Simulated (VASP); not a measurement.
# WS2 (R3m) in VASP: further runs

The runs below take WS2 through single point, with PBEsol.

Program: VASP 6.6.1. These are calculated values, not measurements. Logs are shortened: lines on timing, memory, paths and dates and some standing lists are left out, and cuts for length are marked.

**1. The cell of the first run**

Symmetry: R3m, No. 160, trigonal system. Conventional cell: a = 3.158 Å, b = 3.158 Å, c = 18.490 Å, α = 90.00°, β = 90.00°, γ = 120.00°. W (site symmetry 3m) has 6 S at 2.39 to 2.42 Å and 6 W at 3.16 Å within 3.2 Å. Within 3.2 Å of S (site symmetry 3m) lie 3 W at 2.39 Å and 7 S at 3.13 to 3.16 Å. S (site symmetry 3m) has 3 W at 2.42 Å and 7 S at 3.13 to 3.16 Å within 3.2 Å.

**2. Single point, PBEsol**

The input, INCAR:

```
PREC = Accurate ; ENCUT = 500
EDIFF = 1E-6 ; ISMEAR = -1
SIGMA = 0.1 ; LREAL = False
LASPH = True ; NELM = 120
ALGO = Normal ; ISIF = 2
LWAVE = False ; LCHARG = True
GGA = PS ; LELF = True
LVHAR = True ; NBANDS = 20
GGA_COMPAT = False
```

The input, KPOINTS:

```
Automatic mesh
0
Gamma
  11 11 11
```

The input, POSCAR:

```
WS2
1.0
    1.5790000000      0.9116360800      6.1633333300
   -1.5790000000      0.9116360800      6.1633333300
    0.0000000000     -1.8232721500      6.1633333300
W S
1 2
Direct
    0.0000000000      0.0000000000      0.0000000000
    0.2497000000      0.2497000000      0.2497000000
    0.4190000000      0.4190000000      0.4190000000
```

Potentials or basis: VASP PAW PBE potentials, release 64 (W_sv, S).

Command:

```
> cat potpaw_PBE.64/W_sv/POTCAR potpaw_PBE.64/S/POTCAR > POTCAR
> mpirun -np 1 vasp_std > vasp.out
```

OUTCAR:

```text
PREC = Accurate
   ENCUT = 500
   EDIFF = 1E-6
   ISMEAR = -1
   LREAL = False
   LASPH = True
   NELM = 120
   ISIF = 2
   GGA = PS

 ion  position               nearest neighbor table
   1  0.000  0.000  0.000-   2 2.39   2 2.39   2 2.39   3 2.42   3 2.42   3 2.42
   2  0.250  0.250  0.250-   1 2.39   1 2.39   1 2.39
   3  0.419  0.419  0.419-   1 2.42   1 2.42   1 2.42

  LATTYP: Found a trigonal (rhomboedric) cell.
 ALAT       =     6.4273633069
 COS(alpha) =     0.8792940833

  Lattice vectors:

 A1 = (   1.5790000000,   0.9116360800,   6.1633333300)
 A2 = (  -1.5790000000,   0.9116360800,   6.1633333300)
 A3 = (   0.0000000000,  -1.8232721500,   6.1633333300)

Analysis of symmetry for initial positions (statically):
=====================================================================
 Subroutine PRICEL returns:
 Original cell was already a primitive cell.

 Routine SETGRP: Setting up the symmetry group for a
 trigonal (rhombohedral) supercell.

 Subroutine GETGRP returns: Found  6 space group operations
 (whereof  6 operations were pure point group operations)
 out of a pool of 12 trial point group operations.

The static configuration has the point symmetry C_3v.

Analysis of symmetry for dynamics (positions and initial velocities):
=====================================================================
 Subroutine PRICEL returns:
 Original cell was already a primitive cell.

 Routine SETGRP: Setting up the symmetry group for a
 trigonal (rhombohedral) supercell.

 Subroutine GETGRP returns: Found  6 space group operations
 (whereof  6 operations were pure point group operations)
 out of a pool of 12 trial point group operations.

The dynamic configuration has the point symmetry C_3v.

 Subroutine INISYM returns: Found  6 space group operations
 (whereof  6 operations are pure point group operations),
 and found     1 'primitive' translations

----------------------------------------------------------------------------------------

                                     Primitive cell

  volume of cell :      53.2317

  direct lattice vectors                    reciprocal lattice vectors
     1.579000000  0.911636080  6.163333330     0.316656111  0.182821491  0.054083288
[... 70 lines left out ...]
   k-points           NKPTS =    146   k-points in BZ     NKDIM =    146   number of bands    NBANDS=     20
   number of dos      NEDOS =    301   number of ions     NIONS =      3
   total plane-waves  NPLWV = 110592
   dimension x,y,z NGX =    48 NGY =   48 NGZ =   48
   dimension x,y,z NGXF=    96 NGYF=   96 NGZF=   96
   ions per type =               1   2
   NGX,Y,Z   is equivalent  to a cutoff of  12.42, 12.42, 12.42 a.u.
   NGXF,Y,Z  is equivalent  to a cutoff of  24.83, 24.83, 24.83 a.u.
 SYSTEM =  unknown system
   PREC   = accura    normal or accurate (medium, high low for compatibility)
   ISTART =      0    job   : 0-new  1-cont  2-samecut
   ICHARG =      2    charge: 1-file 2-atom 10-const
   ISPIN  =      1    spin polarized calculation?
   LNONCOLLINEAR =      F non collinear calculations
   LSORBIT =      F    spin-orbit coupling
   LASPH  =      T    aspherical Exc in radial PAW
   ENCUT  =  500.0 eV  36.75 Ry    6.06 a.u.  11.72 11.72 11.72*2*pi/ulx,y,z
   NELM   =    120;   NELMIN=  2; NELMDL= -5     # of ELM steps
   EDIFF  = 0.1E-05   stopping-criterion for ELM
   LREAL  =      F    real-space projection
[... 7 lines left out ...]
   TEBEG  =    0.0;   TEEND  =   0.0 temperature during run
   PSTRESS=    0.0 pullay stress
   NELECT =      26.0000    total number of electrons
   NUPDOWN=      -1.0000    fix difference up-down
   EMIN   =  10.00;   EMAX   =-10.00  energy-range for DOS
   EFERMI =   0.00;   METHOD = LEGACY
   ISMEAR =    -1;   SIGMA  =   0.10  broadening in eV -4-tet -1-fermi 0-gaus
   EFERMI_NEDOS =   21; number of points for ismear=-14 and -15
   IALGO  =     38    algorithm
   IMIX   =      4    mixing-type and parameters
     AMIX     =   0.40;   BMIX     =  1.00
     AMIX_MAG =   1.60;   BMIX_MAG =  1.00
  volume/ion in A,a.u.               =      17.74       119.74
  Fermi-wavevector in a.u.,A,eV,Ry     =   1.289266  2.436359 22.615687  1.662206
  Thomas-Fermi vector in A             =   2.421169
   LORBIT       =      0    0 simple, 1 ext, 2 COOP (PROOUT), +10 PAW based schemes
   GGA     = PS    functional components
   LHFCALC =     F    Hartree Fock is set to
   AEXX    =    0.0000 exact exchange contribution
   IVDW    =     0    specifies the selected vdW correction
   LEPSILON=     F    determine dielectric tensor
   LRPA    =     F    only Hartree local field effects (RPA)
 non-spin polarized calculation
  energy-cutoff  :      500.00
  volume of cell :       53.23
 maximum number of plane-waves:      1364
   NGX = 23   NGY = 23   NGZ = 23

 number of electron      26.0000001 magnetization

 Free energy of the ion-electron system (eV)
  ---------------------------------------------------
  ext. energy  EPLUGINS =         0.00000000
  ---------------------------------------------------
  free energy    TOTEN  =       -25.26306812 eV

  energy without entropy =      -25.26290217  energy(sigma->0) =      -25.26298515

 E-fermi :   7.8051     XC(G=0): -11.1157

 val. band max:        7.3910851039   @ k =   0.4545   0.4545   0.4545
 cond. band min:       8.3820366596   @ k =  -0.1818   0.1818   0.0000
 fundamental gap:      0.9909515557
 Fermi energy:         7.8050687243

 k-point     1 :       0.0000    0.0000    0.0000
  band No.  band energies     occupation
      1     -67.1908      2.00000
      2     -31.4606      2.00000
      3     -31.2780      2.00000
      4     -31.2780      2.00000
      5      -8.2559      2.00000
      6      -6.2417      2.00000
[... 541 lines left out ...]
     19      15.4309      0.00000
     20      15.9325      0.00000

 [... further k-points ...]
[... 5 lines left out ...]
  --------------------------------------------------------------------------------------
  -------------------------------------------------------------------------------------
  Total       -0.2921881     -0.2921881      0.0657559     -0.0000000      0.0000000      0.0000000
  in kB       -8.7943259     -8.7943259      1.9791315     -0.0000000      0.0000000      0.0000000
  external PRESSURE =      -5.2031734 kB  Pullay stress =       0.0000000 kB

 VOLUME and BASIS-vectors are now :
 -----------------------------------------------------------------------------
  energy-cutoff  :      500.00
  volume of cell :       53.23
      direct lattice vectors                 reciprocal lattice vectors
     1.579000000  0.911636080  6.163333330     0.316656111  0.182821491  0.054083288
    -1.579000000  0.911636080  6.163333330    -0.316656111  0.182821491  0.054083288
     0.000000000 -1.823272150  6.163333330     0.000000000 -0.365642982  0.054083288

 POSITION                                       TOTAL-FORCE (eV/Angst)
 -----------------------------------------------------------------------------------
      0.00000      0.00000      0.00000         0.000000      0.000000      0.601358
      0.00000      0.00000      4.61695         0.000000     -0.000000     -0.251886
      0.00000      0.00000      7.74731         0.000000     -0.000000     -0.349472
 -----------------------------------------------------------------------------------
    total drift:                               -0.000000      0.000000      0.000028

  FREE ENERGIE OF THE ION-ELECTRON SYSTEM (eV)
  ---------------------------------------------------
  free  energy   TOTEN  =       -25.2630681168 eV

  energy  without entropy=      -25.2629021741  energy(sigma->0) =      -25.26298515
```

stdout:

```text
POSCAR found type information on POSCAR W S
 POSCAR found :  2 types and       3 ions
 scaLAPACK will be used
 -----------------------------------------------------------------------------
|                                                                             |
|                                                                             |
|     You enforced a specific xc type in the INCAR file but a different       |
|     I HOPE YOU KNOW WHAT YOU ARE DOING!                                     |
|                                                                             |
 -----------------------------------------------------------------------------

 LDA part: xc-table for (Slater+PW92), standard interpolation
 POSCAR, INCAR and KPOINTS ok, starting setup
 FFT: planning ... GRIDC
 FFT: planning ... GRID_SOFT
 FFT: planning ... GRID
 WAVECAR not read
 entering main loop
```

Run time: 7.7 min. Hardware: 1 thread of AMD EPYC 7R43 (Zen 3), shared host; peak memory 0.36 GiB.

Results:

| Quantity | Value |
| --- | --- |
| Free energy | -25.2631 eV |
| Pressure | -0.5 GPa |
| Largest force | 0.601 eV/Å |
| Band gap on the k mesh | 0.99 eV (least direct gap 2.13 eV) |

Forces on the atoms (eV/Å):
```
W    0.000  0.000  0.601
S    0.000  0.000 -0.252
S    0.000  0.000 -0.349
```

Caveat: the PAW data sets were made with another functional, which shifts forces and pressure a little; spin-orbit coupling is left out, which moves the levels of the heavy elements; an odd mesh through Γ misses points on the zone boundary, where band edges can lie. A hybrid or GW would open this gap; PBEsol tends to underestimate it.

**3. Single point, PBEsol**

The input, INCAR:

```
SYSTEM = WS2
  ALGO = Normal
  EDIFF = 1E-6
  ENCUT = 500
  GGA = PS
  GGA_COMPAT = .FALSE.
  ISIF = 2
  ISMEAR = -1
  LASPH = .TRUE.
  LCHARG = .FALSE.
  LREAL = .FALSE.
  LWAVE = .FALSE.
  NBANDS = 20
  NELM = 120
  PREC = Accurate
  SIGMA = 0.1
```

The input, KPOINTS:

```
k-points
0
G
  11 11 11
  0 0 0
```

POSCAR is that of step 2.

Potentials or basis: VASP PAW PBE potentials, release 64 (W_sv, S).

Command:

```
> cat potpaw_PBE.64/W_sv/POTCAR potpaw_PBE.64/S/POTCAR > POTCAR
> mpirun -np 1 vasp_std > vasp.out
```

OUTCAR:

```text
SYSTEM = WS2
   EDIFF = 1E-6
   ENCUT = 500
   GGA = PS
   ISIF = 2
   ISMEAR = -1
   LASPH = .TRUE.
   LREAL = .FALSE.
   NELM = 120
   PREC = Accurate

 ion  position               nearest neighbor table
   1  0.000  0.000  0.000-   2 2.39   2 2.39   2 2.39   3 2.42   3 2.42   3 2.42
   2  0.250  0.250  0.250-   1 2.39   1 2.39   1 2.39
   3  0.419  0.419  0.419-   1 2.42   1 2.42   1 2.42

  LATTYP: Found a trigonal (rhomboedric) cell.
 ALAT       =     6.4273633069
 COS(alpha) =     0.8792940833

  Lattice vectors:

 A1 = (   1.5790000000,   0.9116360800,   6.1633333300)
 A2 = (  -1.5790000000,   0.9116360800,   6.1633333300)
 A3 = (   0.0000000000,  -1.8232721500,   6.1633333300)

Analysis of symmetry for initial positions (statically):
=====================================================================
 Subroutine PRICEL returns:
 Original cell was already a primitive cell.

 Routine SETGRP: Setting up the symmetry group for a
 trigonal (rhombohedral) supercell.

 Subroutine GETGRP returns: Found  6 space group operations
 (whereof  6 operations were pure point group operations)
 out of a pool of 12 trial point group operations.

The static configuration has the point symmetry C_3v.

Analysis of symmetry for dynamics (positions and initial velocities):
=====================================================================
 Subroutine PRICEL returns:
 Original cell was already a primitive cell.

 Routine SETGRP: Setting up the symmetry group for a
 trigonal (rhombohedral) supercell.

 Subroutine GETGRP returns: Found  6 space group operations
 (whereof  6 operations were pure point group operations)
 out of a pool of 12 trial point group operations.

The dynamic configuration has the point symmetry C_3v.

 Subroutine INISYM returns: Found  6 space group operations
 (whereof  6 operations are pure point group operations),
 and found     1 'primitive' translations

----------------------------------------------------------------------------------------
[... 113 lines left out ...]
   IMIX   =      4    mixing-type and parameters
     AMIX     =   0.40;   BMIX     =  1.00
     AMIX_MAG =   1.60;   BMIX_MAG =  1.00
  volume/ion in A,a.u.               =      17.74       119.74
  Fermi-wavevector in a.u.,A,eV,Ry     =   1.289266  2.436359 22.615687  1.662206
  Thomas-Fermi vector in A             =   2.421169
   LORBIT       =      0    0 simple, 1 ext, 2 COOP (PROOUT), +10 PAW based schemes
   GGA     = PS    functional components
   LHFCALC =     F    Hartree Fock is set to
   AEXX    =    0.0000 exact exchange contribution
   IVDW    =     0    specifies the selected vdW correction
   LEPSILON=     F    determine dielectric tensor
   LRPA    =     F    only Hartree local field effects (RPA)
 non-spin polarized calculation
  energy-cutoff  :      500.00
  volume of cell :       53.23
 maximum number of plane-waves:      1364
   NGX = 23   NGY = 23   NGZ = 23

 number of electron      26.0000001 magnetization

 Free energy of the ion-electron system (eV)
  ---------------------------------------------------
  ext. energy  EPLUGINS =         0.00000000
  ---------------------------------------------------
  free energy    TOTEN  =       -25.26306812 eV

  energy without entropy =      -25.26290217  energy(sigma->0) =      -25.26298515

 E-fermi :   7.8051     XC(G=0): -11.1157

 val. band max:        7.3910851039   @ k =   0.4545   0.4545   0.4545
 cond. band min:       8.3820366596   @ k =  -0.1818   0.1818   0.0000
 fundamental gap:      0.9909515557
 Fermi energy:         7.8050687243

 k-point     1 :       0.0000    0.0000    0.0000
  band No.  band energies     occupation
      1     -67.1908      2.00000
      2     -31.4606      2.00000
      3     -31.2780      2.00000
      4     -31.2780      2.00000
      5      -8.2559      2.00000
      6      -6.2417      2.00000
[... 541 lines left out ...]
     19      15.4309      0.00000
     20      15.9325      0.00000

 [... further k-points ...]

------------------------ aborting loop because EDIFF is reached ----------------------------------------

  FORCE on cell =-STRESS in cart. coord.  units (eV):
  Direction    XX          YY          ZZ          XY          YZ          ZX
  --------------------------------------------------------------------------------------
  -------------------------------------------------------------------------------------
  Total       -0.2921881     -0.2921881      0.0657559     -0.0000000      0.0000000      0.0000000
  in kB       -8.7943259     -8.7943259      1.9791315     -0.0000000      0.0000000      0.0000000
  external PRESSURE =      -5.2031734 kB  Pullay stress =       0.0000000 kB

 VOLUME and BASIS-vectors are now :
 -----------------------------------------------------------------------------
  energy-cutoff  :      500.00
  volume of cell :       53.23
      direct lattice vectors                 reciprocal lattice vectors
     1.579000000  0.911636080  6.163333330     0.316656111  0.182821491  0.054083288
    -1.579000000  0.911636080  6.163333330    -0.316656111  0.182821491  0.054083288
     0.000000000 -1.823272150  6.163333330     0.000000000 -0.365642982  0.054083288

 POSITION                                       TOTAL-FORCE (eV/Angst)
 -----------------------------------------------------------------------------------
      0.00000      0.00000      0.00000         0.000000      0.000000      0.601358
      0.00000      0.00000      4.61695         0.000000     -0.000000     -0.251886
      0.00000      0.00000      7.74731         0.000000     -0.000000     -0.349472
 -----------------------------------------------------------------------------------
    total drift:                               -0.000000      0.000000      0.000028

  FREE ENERGIE OF THE ION-ELECTRON SYSTEM (eV)
  ---------------------------------------------------
  free  energy   TOTEN  =       -25.2630681168 eV

  energy  without entropy=      -25.2629021741  energy(sigma->0) =      -25.26298515
```

OSZICAR:

```text
N       E                     dE             d eps       ncg     rms          rms(c)
DAV:   1     0.193050746069E+03    0.19305E+03   -0.12669E+04  5840   0.126E+03
DAV:   2    -0.162979091595E+02   -0.20935E+03   -0.20224E+03  6796   0.338E+02
DAV:   3    -0.264114514035E+02   -0.10114E+02   -0.10010E+02  7328   0.700E+01
DAV:   4    -0.265539837991E+02   -0.14253E+00   -0.14243E+00  7060   0.897E+00
DAV:   5    -0.265563710863E+02   -0.23873E-02   -0.23872E-02  7300   0.121E+00    0.277E+01
DAV:   6    -0.254526857315E+02    0.11037E+01   -0.54597E+00  6488   0.161E+01    0.112E+01
DAV:   7    -0.253174075429E+02    0.13528E+00   -0.12939E+00  6124   0.637E+00    0.542E+00
DAV:   8    -0.252647989283E+02    0.52609E-01   -0.26232E-01  6764   0.341E+00    0.124E+00
DAV:   9    -0.252634436120E+02    0.13553E-02   -0.11810E-02  7412   0.736E-01    0.545E-01
DAV:  10    -0.252630960081E+02    0.34760E-03   -0.42888E-03  6800   0.461E-01    0.637E-02
DAV:  11    -0.252630597225E+02    0.36286E-04   -0.54402E-04  6532   0.156E-01    0.589E-02
DAV:  12    -0.252630639182E+02   -0.41958E-05   -0.55326E-05  6808   0.579E-02    0.119E-02
DAV:  13    -0.252630680064E+02   -0.40881E-05   -0.69344E-06  6708   0.190E-02    0.696E-03
DAV:  14    -0.252630681168E+02   -0.11039E-06   -0.98202E-07  4356   0.591E-03
   1 F= -.25263068E+02 E0= -.25262985E+02  d E =-.165943E-03
```

stdout:

```text
POSCAR found type information on POSCAR W S
 POSCAR found :  2 types and       3 ions
 scaLAPACK will be used
 -----------------------------------------------------------------------------
|                                                                             |
|                                                                             |
|     You enforced a specific xc type in the INCAR file but a different       |
|     I HOPE YOU KNOW WHAT YOU ARE DOING!                                     |
|                                                                             |
 -----------------------------------------------------------------------------

 LDA part: xc-table for (Slater+PW92), standard interpolation
 POSCAR, INCAR and KPOINTS ok, starting setup
 FFT: planning ... GRIDC
 FFT: planning ... GRID_SOFT
 FFT: planning ... GRID
 WAVECAR not read
 entering main loop
```

Wall time 15 min (1 thread of AMD EPYC 7R43 (Zen 3), shared host); peak memory 0.35 GiB.

Results:

```
Free energy            : -25.2631 eV
Pressure               : -0.5 GPa
Largest force          : 0.601 eV/Å
Band gap on the k mesh : 0.99 eV (least direct gap 2.13 eV)
```

Forces on the atoms (eV/Å):
```
W    0.000  0.000  0.601
S    0.000  0.000 -0.252
S    0.000  0.000 -0.349
```

Levels at points of the mesh, in eV from the valence-band top:
| k point | band 9 | band 10 | band 11 | band 12 | band 13 | band 14 | band 15 | band 16 | band 17 | band 18 |
| --- | --- | --- | --- | --- | --- | --- | --- | --- | --- | --- |
| (0.00, 0.00, 0.00) | -3.53 | -2.27 | -2.27 | -1.56 | -1.22 | 2.20 | 2.20 | 2.56 | 2.56 | 4.66 |

Caveat: the PAW data sets were made with another functional, which shifts forces and pressure a little; spin-orbit coupling is left out, which moves the levels of the heavy elements; an odd mesh through Γ misses points on the zone boundary, where band edges can lie.
